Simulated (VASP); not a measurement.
Here is a VASP 6.6.1 calculation.

Contents of INCAR:

```
SYSTEM = NaGaF2
PREC     = Accurate       ! precision mode
ENCUT    = 520            ! plane-wave cutoff, eV
EDIFF    = 1E-6           ! SCF threshold, eV
ISMEAR   = 0              ! smearing method
SIGMA    = 0.1            ! smearing width, eV
LREAL    = .FALSE.        ! projectors in reciprocal space
LASPH    = .TRUE.         ! aspherical terms in the spheres
NELM     = 60             ! most SCF steps
ALGO     = Normal         ! electronic algorithm
ISIF     = 2              ! what is computed and relaxed
LWAVE    = .FALSE.        ! write WAVECAR
LCHARG   = .TRUE.         ! write CHGCAR
GGA      = PE             ! functional
LELF     = .TRUE.         ! ELF
LVHAR    = .TRUE.       
NBANDS   = 25             ! bands
```

File KPOINTS:

```
regular mesh
0
G
  6 6 4
  0 0 0
```

Contents of POSCAR:

```
NaGaF2
1.0
    3.3462069022      0.0000000000      0.0000000000
   -1.6731034511      2.8979001837      0.0000000000
    0.0000000000      0.0000000000      6.2594556546
Na Ga F
1 1 2
Direct
    0.0000000000      0.0000000000      0.0000000000
    0.0000000000      0.0000000000      0.5000000000
    0.3333333333      0.6666666667      0.7830420654
    0.6666666667      0.3333333333      0.2169579346
```

Potentials or basis: VASP PAW PBE potentials, release 64 (Na_pv, Ga_d, F).

Launch:

```sh
$ cat potpaw_PBE.64/Na_pv/POTCAR potpaw_PBE.64/Ga_d/POTCAR potpaw_PBE.64/F/POTCAR > POTCAR
$ mpirun -np 1 vasp_std > vasp.out
```

Question: What does it give for the band gap on the k mesh?

Answer: 2.23 eV, indirect (least direct gap 2.52 eV).

Question: What does it give for the pressure?

Answer: 0.0 GPa.

Stress tensor (GPa, compression positive):
```
-0.16  0.00  0.00
 0.00 -0.16  0.00
 0.00  0.00  0.25
```

A k mesh can miss the band edges. Expect the measured gap to be larger: semilocal functionals such as PBE lack the derivative discontinuity.
